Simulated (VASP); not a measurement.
Write the native input for VASP 6.6.1 that does the following.

```yaml
Task: single point
Functional: PBE
Potentials_or_basis: VASP PAW PBE potentials, release 64 (Li_sv, F)
Cutoff: 520 eV
k_mesh: 10 × 10 × 10
Occupations: fermi-dirac, width 0.02 eV
Spin: no spin polarisation
Dipole_correction: no
Further_INCAR_settings: ALGO = Normal; EDIFF = 1e-07; NBANDS = 12
```

The structure of LiF lies in POSCAR:

```
LiF
1.0
    0.0045881991      1.9948691899      1.9948691899
    1.9948691899      0.0045881991      1.9948691899
    1.9994573890      1.9994573890      0.0000000000
Li F
1 1
Direct
    0.0000000000      0.0000000000      0.0000000000
    0.5000000000      0.5000000000      0.5000000000
```

This cell differs from its parent crystal: shear xy strain +0.5%.

These files were run (other wordings do the same):

INCAR

```
PREC = Accurate
ENCUT = 520
EDIFF = 1E-7
ISMEAR = -1
SIGMA = 0.02
LREAL = False
LASPH = True
NELM = 80
ALGO = Normal
ISIF = 2
LWAVE = False
LCHARG = True
GGA = PE
LELF = True
LVHAR = True
NBANDS = 12
```

KPOINTS

```
regular mesh
0
Gamma
  10 10 10
```

Potentials or basis: VASP PAW PBE potentials, release 64 (Li_sv, F).

Launch:

```bash
$ cat potpaw_PBE.64/Li_sv/POTCAR potpaw_PBE.64/F/POTCAR > POTCAR
$ mpirun -np 1 vasp_std > vasp.out
```

Results of the run:

| Item | Value |
| --- | --- |
| Band gap on the k mesh | 9.34 eV |

Caveat: the cell differs from its parent crystal (shear xy strain +0.5%).

Wall time 24 s on 1 thread of Intel(R) Xeon(R) Platinum 8375C CPU @ 2.90GHz (Ice Lake) (shared host), peak memory 0.15 GiB.
